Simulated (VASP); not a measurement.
# SiO2 (I4/mmm) in VASP: further runs

Runs on SiO2. Level: r2SCAN. Tasks: single point.

All numbers are computed with VASP 6.6.1; they aren't measurements. Logs are shortened: lines on timing, memory, paths and dates and some standing lists are left out, and cuts for length are marked.

**1. The cell of the first run**

Symmetry: I4/mmm, No. 139, tetragonal system. Conventional cell: a = 8.275 Å, b = 8.275 Å, c = 5.232 Å, α = 90.00°, β = 90.00°, γ = 90.00°. Within 2.0 Å of Si (site symmetry m2m) lie 4 O at 1.54 to 1.55 Å. O (site symmetry 2/m) has 2 Si at 1.54 Å within 2.0 Å. Within 2.1 Å of O (site symmetry m2m) lie 2 Si at 1.55 Å.

**2. Single point, r2SCAN**

POSCAR reads:

```
SiO2
1.0
   -4.1372677066      4.1372677066      2.6157818712
    4.1372677066     -4.1372677066      2.6157818712
    4.1372677066      4.1372677066     -2.6157818712
Si O
4 8
Direct
    0.1812821618      0.1812821618      0.3625643235
    0.8187178382      0.1812821618      0.0000000000
    0.1812821618      0.8187178382      0.0000000000
    0.8187178382      0.8187178382      0.6374356765
    0.5000000000      0.5000000000      0.5000000000
    0.0000000000      0.5000000000      0.0000000000
    0.5000000000      0.0000000000      0.0000000000
    0.0000000000      0.0000000000      0.5000000000
    0.0000000000      0.2278074001      0.2278074001
    0.7721925999      0.0000000000      0.7721925999
    0.2278074001      0.0000000000      0.2278074001
    0.0000000000      0.7721925999      0.7721925999
```

INCAR.step1 reads:

```
SYSTEM = SiO2
PREC     = Accurate       ! precision mode
ENCUT    = 520            ! plane-wave cutoff, eV
ISMEAR   = 0              ! smearing method
SIGMA    = 0.02           ! smearing width, eV
LREAL    = .FALSE.        ! projectors in reciprocal space
LASPH    = .TRUE.         ! aspherical terms in the spheres
NELM     = 100            ! most SCF steps
NBANDS   = 44             ! bands
GGA      = PE             ! functional
ALGO     = Normal         ! electronic algorithm
EDIFF    = 1E-4           ! SCF threshold, eV
LWAVE    = .TRUE.         ! write WAVECAR
LCHARG   = .FALSE.        ! write CHGCAR
```

INCAR.step2 reads:

```
SYSTEM = SiO2
PREC     = Accurate       ! precision mode
ENCUT    = 520            ! plane-wave cutoff, eV
EDIFF    = 1E-6           ! SCF threshold, eV
ISMEAR   = 0              ! smearing method
SIGMA    = 0.02           ! smearing width, eV
LREAL    = .FALSE.        ! projectors in reciprocal space
LASPH    = .TRUE.         ! aspherical terms in the spheres
NELM     = 100            ! most SCF steps
ALGO     = Normal         ! electronic algorithm
ISIF     = 2              ! what is computed and relaxed
LWAVE    = .FALSE.        ! write WAVECAR
LCHARG   = .TRUE.         ! write CHGCAR
METAGGA  = R2SCAN         ! meta-GGA
LMIXTAU  = .TRUE.       
LELF     = .TRUE.         ! ELF
LVHAR    = .TRUE.       
NBANDS   = 44             ! bands
ISTART   = 1
```

KPOINTS reads:

```
regular mesh
0
G
  6 6 6
  0 0 0
```

Potentials or basis: VASP PAW PBE potentials, release 64 (Si, O).

Run with:

```sh
> cat potpaw_PBE.64/Si/POTCAR potpaw_PBE.64/O/POTCAR > POTCAR
> cp INCAR.step1 INCAR
> mpirun -np 1 vasp_std > vasp.out
> cp INCAR.step2 INCAR
> mpirun -np 1 vasp_std > vasp.out
```

OUTCAR:

```text
SYSTEM = SiO2
   PREC = Accurate
   ENCUT = 520
   EDIFF = 1E-6
   ISMEAR = 0
   LREAL = .FALSE.
   LASPH = .TRUE.
   NELM = 100
   ISIF = 2
   METAGGA = R2SCAN
   ISTART = 1

 ion  position               nearest neighbor table
   1  0.181  0.181  0.363-   5 1.54   8 1.54   9 1.55  11 1.55   2 3.00   3 3.00   4 3.07   4 3.07

   2  0.819  0.181  0.000-   6 1.54   7 1.54   9 1.55  10 1.55   1 3.00   4 3.00   3 3.07   3 3.07

   3  0.181  0.819  0.000-   6 1.54   7 1.54  11 1.55  12 1.55   1 3.00   4 3.00   2 3.07   2 3.07

   4  0.819  0.819  0.637-   5 1.54   8 1.54  10 1.55  12 1.55   2 3.00   3 3.00   1 3.07   1 3.07

   5  0.500  0.500  0.500-   1 1.54   4 1.54
   6  0.000  0.500  0.000-   2 1.54   3 1.54
   7  0.500  0.000  0.000-   2 1.54   3 1.54
   8  0.000  0.000  0.500-   1 1.54   4 1.54
   9  0.000  0.228  0.228-   1 1.55   2 1.55
  10  0.772  0.000  0.772-   4 1.55   2 1.55
  11  0.228  0.000  0.228-   1 1.55   3 1.55
  12  0.000  0.772  0.772-   4 1.55   3 1.55

  LATTYP: Found a body centered tetragonal cell.
 ALAT       =     8.2745354132
 C/A-ratio  =     0.6322486377

  Lattice vectors:

 A1 = (  -4.1372677066,   4.1372677066,   2.6157818712)
 A2 = (   4.1372677066,  -4.1372677066,   2.6157818712)
 A3 = (   4.1372677066,   4.1372677066,  -2.6157818712)

Analysis of symmetry for initial positions (statically):
=====================================================================
 Subroutine PRICEL returns:
 Original cell was already a primitive cell.

 Routine SETGRP: Setting up the symmetry group for a
 body centered tetragonal supercell.

 Subroutine GETGRP returns: Found 16 space group operations
 (whereof 16 operations were pure point group operations)
 out of a pool of 16 trial point group operations.

The static configuration has the point symmetry D_4h.

Analysis of symmetry for dynamics (positions and initial velocities):
=====================================================================
 Subroutine PRICEL returns:
 Original cell was already a primitive cell.

 Routine SETGRP: Setting up the symmetry group for a
 body centered tetragonal supercell.

 Subroutine GETGRP returns: Found 16 space group operations
 (whereof 16 operations were pure point group operations)
 out of a pool of 16 trial point group operations.

The dynamic configuration has the point symmetry D_4h.

 Subroutine INISYM returns: Found 16 space group operations
[... 127 lines left out ...]
   PSTRESS=    0.0 pullay stress
   NELECT =      64.0000    total number of electrons
   NUPDOWN=      -1.0000    fix difference up-down
   EMIN   =  10.00;   EMAX   =-10.00  energy-range for DOS
   EFERMI =   0.00;   METHOD = LEGACY
   ISMEAR =     0;   SIGMA  =   0.02  broadening in eV -4-tet -1-fermi 0-gaus
   EFERMI_NEDOS =   21; number of points for ismear=-14 and -15
   IALGO  =     38    algorithm
   IMIX   =      4    mixing-type and parameters
     AMIX     =   0.40;   BMIX     =  1.00
     AMIX_MAG =   1.60;   BMIX_MAG =  1.00
  volume/ion in A,a.u.               =      14.92       100.72
  Fermi-wavevector in a.u.,A,eV,Ry     =   1.161730  2.195352 18.362651  1.349617
  Thomas-Fermi vector in A             =   2.298299
   LORBIT       =      0    0 simple, 1 ext, 2 COOP (PROOUT), +10 PAW based schemes
   METAGGA = R2SCAN    functional components
   LHFCALC =     F    Hartree Fock is set to
   AEXX    =    0.0000 exact exchange contribution
   IVDW    =     0    specifies the selected vdW correction
   LEPSILON=     F    determine dielectric tensor
   LRPA    =     F    only Hartree local field effects (RPA)
 non-spin polarized calculation
 Gauss-broadening in eV      SIGMA  =   0.02
  energy-cutoff  :      520.00
  volume of cell :      179.10
 maximum number of plane-waves:      4866
   NGX = 23   NGY = 23   NGZ = 23

 number of electron      63.9999949 magnetization

 Free energy of the ion-electron system (eV)
  ---------------------------------------------------
  ext. energy  EPLUGINS =         0.00000000
  ---------------------------------------------------
  free energy    TOTEN  =      -116.76442914 eV

  energy without entropy =     -116.76442914  energy(sigma->0) =     -116.76442914

 E-fermi :  -0.0609     XC(G=0):  -8.3111

 val. band max:       -0.1974190354   @ k =   0.0000   0.0000   0.0000
 cond. band min:       5.5528416888   @ k =   0.0000   0.0000   0.0000
 fundamental gap:      5.7502607243
 Fermi energy:        -0.0608970753

 k-point     1 :       0.0000    0.0000    0.0000
  band No.  band energies     occupation
      1     -21.6744      2.00000
      2     -20.5426      2.00000
      3     -20.0539      2.00000
      4     -20.0539      2.00000
      5     -19.4201      2.00000
      6     -19.4169      2.00000
[... 1117 lines left out ...]
     43      12.5658      0.00000
     44      12.7912      0.00000

 [... further k-points ...]

------------------------ aborting loop because EDIFF is reached ----------------------------------------

  FORCE on cell =-STRESS in cart. coord.  units (eV):
  Direction    XX          YY          ZZ          XY          YZ          ZX
  --------------------------------------------------------------------------------------
  -------------------------------------------------------------------------------------
  Total       28.1408865     28.1408865     27.9801685      0.0000000      0.0000000     -0.0000000
  in kB      251.7442697    251.7442697    250.3065096      0.0000000      0.0000000     -0.0000000
  external PRESSURE =     251.2650164 kB  Pullay stress =       0.0000000 kB

 VOLUME and BASIS-vectors are now :
 -----------------------------------------------------------------------------
  energy-cutoff  :      520.00
  volume of cell :      179.10
      direct lattice vectors                 reciprocal lattice vectors
    -4.137267707  4.137267707  2.615781871     0.000000000  0.120852707  0.191147437
     4.137267707 -4.137267707  2.615781871     0.120852707  0.000000000  0.191147437
     4.137267707  4.137267707 -2.615781871     0.120852707  0.120852707  0.000000000

 POSITION                                       TOTAL-FORCE (eV/Angst)
 -----------------------------------------------------------------------------------
      1.50003      1.50003      0.00000         0.055905      0.055905      0.000000
     -2.63724      2.63724      2.61578         0.055905     -0.055905      0.000000
      2.63724     -2.63724      2.61578        -0.055905      0.055905      0.000000
      2.63724      2.63724      2.61578        -0.055905     -0.055905     -0.000000
      2.06863      2.06863      1.30789         0.000000     -0.000000     -0.000000
      2.06863     -2.06863      1.30789         0.000000     -0.000000     -0.000000
     -2.06863      2.06863      1.30789         0.000000     -0.000000     -0.000000
      2.06863      2.06863     -1.30789         0.000000     -0.000000     -0.000000
      1.88500      0.00000      0.00000        -0.025691     -0.000000     -0.000000
      0.00000      6.38954      0.00000         0.000000      0.025691      0.000000
      0.00000      1.88500      0.00000        -0.000000     -0.025691     -0.000000
      6.38954      0.00000      0.00000         0.025691     -0.000000      0.000000
 -----------------------------------------------------------------------------------
    total drift:                                0.000000      0.000000     -0.000000

  FREE ENERGIE OF THE ION-ELECTRON SYSTEM (eV)
  ---------------------------------------------------
  free  energy   TOTEN  =      -116.7644291410 eV

  energy  without entropy=     -116.7644291410  energy(sigma->0) =     -116.76442914
```

OUTCAR.step1:

```text
SYSTEM = SiO2
   PREC = Accurate
   ENCUT = 520
   ISMEAR = 0
   LREAL = .FALSE.
   LASPH = .TRUE.
   NELM = 100
[... 1392 lines left out ...]
      0.00000      6.38954      0.00000         0.000000     -0.298985      0.000000
      0.00000      1.88500      0.00000        -0.000000      0.298985      0.000000
      6.38954      0.00000      0.00000        -0.298985      0.000000      0.000000
 -----------------------------------------------------------------------------------
    total drift:                                0.000000      0.000000     -0.000000

  FREE ENERGIE OF THE ION-ELECTRON SYSTEM (eV)
  ---------------------------------------------------
  free  energy   TOTEN  =       -92.0297269573 eV

  energy  without entropy=      -92.0297269573  energy(sigma->0) =      -92.02972696
```

Wall time 13 min (1 thread of Intel Xeon Platinum 8259CL at 2.50GHz (Skylake/Cascade Lake), shared host); peak memory 0.45 GiB.

What came out:

```yaml
Free_energy: -116.7644 eV
Pressure: 25.1 GPa
Largest_force: 0.079 eV/Å
Band_gap_on_the_k_mesh: 5.75 eV
```

Forces on the atoms (eV/Å):
```
Si   0.056  0.056  0.000
Si   0.056 -0.056  0.000
Si  -0.056  0.056  0.000
Si  -0.056 -0.056  0.000
O    0.000  0.000  0.000
O    0.000  0.000  0.000
O    0.000  0.000  0.000
O    0.000  0.000  0.000
O   -0.026  0.000  0.000
O    0.000  0.026  0.000
O    0.000 -0.026  0.000
O    0.026  0.000  0.000
```

Levels at points of the mesh, in eV from the valence-band top:
```
           k point  band 29  band 30  band 31  band 32  band 33  band 34  band 35  band 36
(0.00, 0.00, 0.00)    -1.59    -1.47    -0.29     0.00     5.75     9.21     9.60     9.98
(0.50, 0.00, 0.00)    -1.37    -0.87    -0.68    -0.68     7.81     8.31     9.38    10.01
(0.50, 0.50, 0.00)    -0.92    -0.90    -0.72    -0.66     6.89     7.75     9.69    10.07
(0.50, 0.50, 0.50)    -1.62    -0.76    -0.15    -0.15     7.76     8.66     8.66     8.96
```

Caveat: the cell stands under pressure; the PAW data sets were made with another functional, which shifts forces and pressure a little. A k mesh can miss the band edges.

**3. Single point, r2SCAN**

This run uses another cell than the first one, of 16.11 Å³/atom.

POSCAR reads:

```
SiO2
1.0
   -4.3177556695      4.3177556695      2.5919174922
    4.3177556695     -4.3177556695      2.5919174922
    4.3177556695      4.3177556695     -2.5919174922
Si O
4 8
Direct
    0.1783580465      0.1783580465      0.3567160929
    0.8216419535      0.1783580465      0.0000000000
    0.1783580465      0.8216419535      0.0000000000
    0.8216419535      0.8216419535      0.6432839071
    0.5000000000      0.5000000000      0.5000000000
    0.0000000000      0.5000000000      0.0000000000
    0.5000000000      0.0000000000      0.0000000000
    0.0000000000      0.0000000000      0.5000000000
    0.0000000000      0.2161413290      0.2161413290
    0.7838586710      0.0000000000      0.7838586710
    0.2161413290      0.0000000000      0.2161413290
    0.0000000000      0.7838586710      0.7838586710
```

INCAR.step1 reads:

```
SYSTEM = SiO2
PREC = Accurate
ENCUT = 520
ISMEAR = 0
SIGMA = 0.02
LREAL = .False.
LASPH = .True.
NELM = 80
NBANDS = 44
GGA = PE
ALGO = Normal
EDIFF = 1E-4
LWAVE = .True.
LCHARG = .False.
```

INCAR.step2 reads:

```
SYSTEM = SiO2
PREC = Accurate
ENCUT = 520
EDIFF = 1E-7
ISMEAR = 0
SIGMA = 0.02
LREAL = .False.
LASPH = .True.
NELM = 80
ALGO = Normal
ISIF = 2
LWAVE = .False.
LCHARG = .True.
METAGGA = R2SCAN
LMIXTAU = .True.
LELF = .True.
LVHAR = .True.
NBANDS = 44
ISTART = 1
```

KPOINTS reads:

```
Automatic mesh
0
Gamma
  6 6 6
  0 0 0
```

Potentials or basis: VASP PAW PBE potentials, release 64 (Si, O).

Run with:

```sh
> cat potpaw_PBE.64/Si/POTCAR potpaw_PBE.64/O/POTCAR > POTCAR
> cp INCAR.step1 INCAR
> mpirun -np 1 vasp_std > vasp.out
> cp INCAR.step2 INCAR
> mpirun -np 1 vasp_std > vasp.out
```

Run time: 21 min. Hardware: 1 thread of Intel Xeon Platinum 8259CL at 2.50GHz (Skylake/Cascade Lake), shared host; peak memory 0.47 GiB.

Results (log left out):

| Quantity | Value |
| --- | --- |
| Free energy | -118.4297 eV |
| Pressure | 12.1 GPa |
| Largest force | 0.047 eV/Å |
| Band gap on the k mesh | 6.04 eV |

Forces on the atoms (eV/Å):
```
Si   0.033  0.033  0.000
Si   0.033 -0.033  0.000
Si  -0.033  0.033  0.000
Si  -0.033 -0.033  0.000
O    0.000  0.000  0.000
O    0.000  0.000  0.000
O    0.000  0.000  0.000
O    0.000  0.000  0.000
O   -0.018  0.000  0.000
O    0.000  0.018  0.000
O    0.000 -0.018  0.000
O    0.018  0.000  0.000
```

Levels at points of the mesh, in eV from the valence-band top:
```
           k point  band 30  band 31  band 32  band 33  band 34  band 35
(0.00, 0.00, 0.00)    -0.95    -0.11     0.00     6.04     9.10     9.84
(0.50, 0.00, 0.00)    -0.83    -0.64    -0.43     8.14     8.56     9.39
(0.50, 0.50, 0.00)    -0.57    -0.54    -0.42     7.16     7.75     9.88
(0.50, 0.50, 0.50)    -0.40    -0.06    -0.06     8.01     8.77     8.77
```

Caveat: the cell stands under pressure; the PAW data sets were made with another functional, which shifts forces and pressure a little.

[end of part 1 of 2]
